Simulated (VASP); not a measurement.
Set up this calculation in VASP 6.6.1, as the native input.

```yaml
Task: single point
Functional: RPBE
Potentials_or_basis: VASP PAW PBE potentials, release 64 (Ta_pv)
Cutoff: 520 eV
k_mesh: 13 × 13 × 13
Occupations: fermi-dirac, width 0.1 eV
Spin: no spin polarisation
Dipole_correction: no
Further_INCAR_settings: ALGO = Normal; EDIFF = 1e-07; NBANDS = 12
```

The structure of Ta lies in POSCAR:

```
Ta
1.0
   -1.6703412711      1.6703412711      1.6703412711
    1.6703412711     -1.6703412711      1.6703412711
    1.6703412711      1.6703412711     -1.6703412711
Ta
1
Direct
    0.0000000000      0.0000000000      0.0000000000
```

These files were run (other wordings do the same):

INCAR

```
SYSTEM = Ta
ALGO     = Normal         ! electronic algorithm
EDIFF    = 1E-7           ! SCF threshold, eV
ENCUT    = 520            ! plane-wave cutoff, eV
GGA      = RP             ! functional
ISIF     = 2              ! what is computed and relaxed
ISMEAR   = -1             ! smearing method
LASPH    = .TRUE.         ! aspherical terms in the spheres
LCHARG   = .FALSE.        ! write CHGCAR
LREAL    = .FALSE.        ! projectors in reciprocal space
LWAVE    = .FALSE.        ! write WAVECAR
NBANDS   = 12             ! bands
NELM     = 100            ! most SCF steps
PREC     = Accurate       ! precision mode
SIGMA    = 0.1            ! smearing width, eV
```

KPOINTS

```
k-points
0
G
  13 13 13
  0 0 0
```

Potentials or basis: VASP PAW PBE potentials, release 64 (Ta_pv).

Run with:

```bash
$ cat potpaw_PBE.64/Ta_pv/POTCAR > POTCAR
$ mpirun -np 1 vasp_std > vasp.out
```

Results of the run:

```yaml
Pressure: 0.1 GPa
```

Caveat: the PAW data sets were made with another functional, which shifts forces and pressure a little.

It took 11 s on 1 thread of Intel(R) Xeon(R) Platinum 8559C (Emerald Rapids), with other jobs on the host, peak memory 0.14 GiB.
